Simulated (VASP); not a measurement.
Write the native input for VASP 6.6.1 that does the following.

| Property | Result |
| --- | --- |
| Task | single point |
| Functional | r2SCAN |
| Potentials or basis | VASP PAW PBE potentials, release 64 (Mg, O) |
| Cutoff | 520 eV |
| k mesh | 6 × 6 × 6 |
| Occupations | gaussian, width 0.05 eV |
| Spin | no spin polarisation |
| Dipole correction | no |
| Further INCAR settings | ALGO = Normal; EDIFF = 1e-06; NBANDS = 16 |

Crystal: MgO.

```
Mg O
1.0
     3.48410    0.00000    0.00000
    -1.74205    3.01732    0.00000
     0.00000    0.00000    4.18569
Mg O
2 2
Direct
  0.66667 0.33333 0.75000
  0.33333 0.66667 0.25000
  0.64370 0.28740 0.21555
  0.33333 0.66667 0.75000
```

This cell differs from its parent crystal: atom 3 (O) moved +0.200 Å towards its neighbour atom 4 (O) at 2.903 Å.

These files were run (other wordings do the same):

POSCAR

```
MgO
1.0
    3.4841042127      0.0000000000      0.0000000000
   -1.7420521064      3.0173227576      0.0000000000
    0.0000000000      0.0000000000      4.1856875957
Mg O
2 2
Direct
    0.6666666667      0.3333333333      0.7500000000
    0.3333333333      0.6666666667      0.2500000000
    0.6437004371      0.2874008742      0.2155506557
    0.3333333333      0.6666666667      0.7500000000
```

INCAR.step1

```
SYSTEM = MgO
PREC     = Accurate       ! precision mode
ENCUT    = 520            ! plane-wave cutoff, eV
ISMEAR   = 0              ! smearing method
SIGMA    = 0.05           ! smearing width, eV
LREAL    = .FALSE.        ! projectors in reciprocal space
LASPH    = .TRUE.         ! aspherical terms in the spheres
NELM     = 60             ! most SCF steps
NBANDS   = 16             ! bands
GGA      = PE             ! functional
ALGO     = Normal         ! electronic algorithm
EDIFF    = 1E-4           ! SCF threshold, eV
LWAVE    = .TRUE.         ! write WAVECAR
LCHARG   = .FALSE.        ! write CHGCAR
```

INCAR.step2

```
SYSTEM = MgO
PREC     = Accurate       ! precision mode
ENCUT    = 520            ! plane-wave cutoff, eV
EDIFF    = 1E-6           ! SCF threshold, eV
ISMEAR   = 0              ! smearing method
SIGMA    = 0.05           ! smearing width, eV
LREAL    = .FALSE.        ! projectors in reciprocal space
LASPH    = .TRUE.         ! aspherical terms in the spheres
NELM     = 60             ! most SCF steps
ALGO     = Normal         ! electronic algorithm
ISIF     = 2              ! what is computed and relaxed
LWAVE    = .FALSE.        ! write WAVECAR
LCHARG   = .TRUE.         ! write CHGCAR
METAGGA  = R2SCAN         ! meta-GGA
LMIXTAU  = .TRUE.       
LELF     = .TRUE.         ! ELF
LVHAR    = .TRUE.       
NBANDS   = 16             ! bands
ISTART   = 1
```

KPOINTS

```
Automatic mesh
0
G
  6 6 6
  0 0 0
```

Potentials or basis: VASP PAW PBE potentials, release 64 (Mg, O).

Command:

```bash
$ cat potpaw_PBE.64/Mg/POTCAR potpaw_PBE.64/O/POTCAR > POTCAR
$ cp INCAR.step1 INCAR
$ mpirun -np 1 vasp_std > vasp.out
$ cp INCAR.step2 INCAR
$ mpirun -np 1 vasp_std > vasp.out
```

It gave:

```yaml
Pressure: 1.4 GPa
Largest_force: 2.561 eV/Å
Band_gap_on_the_k_mesh: 4.04 eV, direct
```

Caveat: the cell differs from its parent crystal (atom 3 (O) moved +0.200 Å towards its neighbour atom 4 (O) at 2.903 Å); the PAW data sets were made with another functional, which shifts forces and pressure a little.

It took 3.8 min on 1 thread of Intel Xeon 8259CL, on a shared host, peak memory 0.2 GiB.
